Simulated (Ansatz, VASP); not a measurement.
# Ge in VASP and in Ansatz

```
CELL_PARAMETERS angstrom
0.01508 2.89449 2.87124
2.89449 0.01508 2.87124
2.90956 2.90956 0.00000
ATOMIC_POSITIONS crystal
Ge 0.00071 0.00071 0.99929
Ge 0.24929 0.24929 0.25071
```

Change from the starting cell: strained cell.

Alike in both runs: functional PBE; k mesh 10 × 10 × 10; occupations gaussian, width 0.1 eV; no spin polarisation.

Ansatz relaxed the structure, and its values are those at the end. VASP's run is a single point on that final structure, the one shown.

|  | VASP | Ansatz |
| --- | --- | --- |
| version | VASP 6.6.1 | Ansatz 0.2.0 |
| potentials or method | VASP PAW PBE potentials, release 64 (Ge_d), cutoff 500 eV | scalar-relativistic, plane waves, PAW |
| valence electrons in the cell | 28 | 28 |

|  | VASP | Ansatz | Ansatz less VASP |
| --- | --- | --- | --- |
| gap on the k mesh at the Fermi level (eV) | none | none | - |
| pressure (GPa) | -0.5 | -0.3 | +0.11 |

A gap of «none» marks a metal or a gap that the smearing closes. Ansatz's warnings: stress scf threshold loose.
